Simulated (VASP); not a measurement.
A run of VASP 6.6.1 is set up as follows.

Contents of INCAR:

```
  PREC = Accurate
  ENCUT = 520
  EDIFF = 1E-6
  ISMEAR = -1
  SIGMA = 0.02
  LREAL = False
  LASPH = True
  NELM = 100
  ALGO = Normal
  ISIF = 2
  LWAVE = False
  LCHARG = False
  GGA = PE
  NBANDS = 15
```

KPOINTS

```
Automatic mesh
0
Gamma
  8 8 8
```

The input POSCAR:

```
BaS
1.0
    0.0000000000      3.2117958733      3.2117958733
    3.1690789882      0.0000000000      3.2117958733
    3.1690789882      3.2117958733      0.0000000000
Ba S
1 1
Direct
    0.0000000000      0.0000000000      0.0000000000
    0.5000000000      0.5000000000      0.5000000000
```

Potentials or basis: VASP PAW PBE potentials, release 64 (Ba_sv, S).

The run is started by

```console
$ cat potpaw_PBE.64/Ba_sv/POTCAR potpaw_PBE.64/S/POTCAR > POTCAR
$ mpirun -np 1 vasp_std > vasp.out
```

Question: Predict the band gap on the k mesh.

Answer: 2.08 eV (least direct gap 2.22 eV).

Question: Predict the pressure.

Answer: 1.3 GPa.

Stress tensor (GPa, compression positive):
```
2.07 0.00 0.00
0.00 0.89 0.00
0.00 0.00 0.89
```

Caveat: the cell differs from its parent crystal (uniaxial x strain -1.3%); spin-orbit coupling is left out, which moves the levels of the heavy elements. A k mesh can miss the band edges.
